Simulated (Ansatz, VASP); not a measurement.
# One calculation of BaS, two programs

```
CELL_PARAMETERS angstrom
0.00000 2.48818 2.48818
2.48818 0.00000 2.48818
2.48818 2.48818 0.00000
ATOMIC_POSITIONS crystal
Ba 0.00000 0.00000 0.00000
S 0.50000 0.50000 0.50000
```

Change from the starting cell: volume scaled by 0.5, LAPW.

Alike in both runs: task single point; functional LDA; k mesh 11 × 11 × 11; occupations fermi-dirac, width 0.1 eV; no spin polarisation.

|  | VASP | Ansatz |
| --- | --- | --- |
| version | VASP 6.6.1 | Ansatz 0.2.0 |
| potentials or method | VASP PAW LDA potentials, release 64 (Ba_sv, S), cutoff 500 eV | all-electron LAPW, scalar-relativistic |

|  | VASP | Ansatz | Ansatz less VASP |
| --- | --- | --- | --- |
| pressure (GPa) | 136.8 | 123.4 | -13.40 |

LDA's correlation is that of Perdew and Zunger in VASP and of Perdew and Wang (1992) in Ansatz. Both programs put the cell under a high pressure, so it lies far from rest at this level. Ansatz ran all-electron here, and VASP with PAW potentials.

Neither program's run includes spin-orbit coupling. Noted on VASP's run: the cell as given lies far from equilibrium.
